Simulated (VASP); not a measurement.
Input of a VASP 6.6.1 run:

File INCAR:

```
PREC = Accurate
ENCUT = 520
EDIFF = 1E-6
ISMEAR = -1
SIGMA = 0.05
LREAL = F
LASPH = T
NELM = 150
ALGO = Normal
ISIF = 2
LWAVE = F
LCHARG = F
ISPIN = 2
MAGMOM = 4 0 0
LORBIT = 11
LMAXMIX = 4
GGA = PS
NBANDS = 24
```

KPOINTS

```
Automatic mesh
0
Gamma
  11 11 6
```

The input POSCAR:

```
MnO2
1.0
    2.8179710399      0.0000000000      0.0000000000
   -1.4089855200      2.4404345078      0.0000000000
    0.0000000000      0.0000000000      4.5391857050
Mn O
1 2
Direct
    0.0000000000      0.0000000000      0.5000000000
    0.3333333333      0.6666666667      0.7062925700
    0.6666666667      0.3333333333      0.2937074300
```

Potentials or basis: VASP PAW PBE potentials, release 64 (Mn_pv, O).

Run with:

```console
$ cat potpaw_PBE.64/Mn_pv/POTCAR potpaw_PBE.64/O/POTCAR > POTCAR
$ mpirun -np 1 vasp_std > vasp.out
```

Task: Estimate the pressure.

Result: 7.6 GPa.

Task: Predict the site moments.

Result: Mn +2.80; O +0.06 μB.

Task: Predict the net moment.

Result: 3.00 μB per cell.

Stress tensor (GPa, compression positive):
```
8.32 0.00 0.00
0.00 8.32 0.00
0.00 0.00 6.24
```

Caveat: the cell stands under pressure; the PAW data sets were made with another functional, which shifts forces and pressure a little; a cell with one magnetic atom can't hold antiferromagnetic order, which such compounds often take.
